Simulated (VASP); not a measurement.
A run of VASP 6.6.1 is set up as follows.

File INCAR:

```
  ALGO = Normal
  EDIFF = 1E-6
  ENCUT = 520
  GGA = PE
  ISIF = 2
  ISMEAR = 0
  LASPH = T
  LCHARG = T
  LELF = T
  LREAL = F
  LVHAR = T
  LWAVE = F
  NBANDS = 36
  NELM = 80
  PREC = Accurate
  SIGMA = 0.1
```

KPOINTS

```
k-points
0
Gamma
  8 8 8
```

File POSCAR:

```
KC4
1.0
   -3.7185069600      3.7185069600      3.1162930320
    3.7185069600     -3.7185069600      3.1162930320
    3.7185069600      3.7185069600     -3.1162930320
K C
2 8
Direct
    0.5000000000      0.5000000000      0.0000000000
    0.2500000000      0.7500000000      0.5000000000
    0.0970209790      0.9652633857      0.1317575933
    0.8335057924      0.9652633857      0.8682424067
    0.7152633857      0.0835057924      0.3682424067
    0.7152633857      0.3470209790      0.6317575933
    0.9164942076      0.2847366143      0.6317575933
    0.6529790210      0.2847366143      0.3682424067
    0.0347366143      0.1664942076      0.1317575933
    0.0347366143      0.9029790210      0.8682424067
```

Potentials or basis: VASP PAW PBE potentials, release 64 (K_sv, C).

Launch:

```bash
$ cat potpaw_PBE.64/K_sv/POTCAR potpaw_PBE.64/C/POTCAR > POTCAR
$ mpirun -np 1 vasp_std > vasp.out
```

Question: Estimate the largest force.

Answer: 0.123 eV/Å.

Question: What does it give for the band gap on the k mesh?

Answer: Zero (bands 25 and 26 overlap by 0.33 eV).

Question: Estimate the pressure.

Answer: 0.3 GPa.

Forces on the atoms (eV/Å):
```
K    0.000  0.000  0.000
K    0.000  0.000  0.000
C    0.000  0.119 -0.032
C    0.000 -0.119 -0.032
C   -0.119  0.000 -0.032
C    0.119  0.000 -0.032
C    0.000  0.119  0.032
C    0.000 -0.119  0.032
C    0.119  0.000  0.032
C   -0.119  0.000  0.032
```
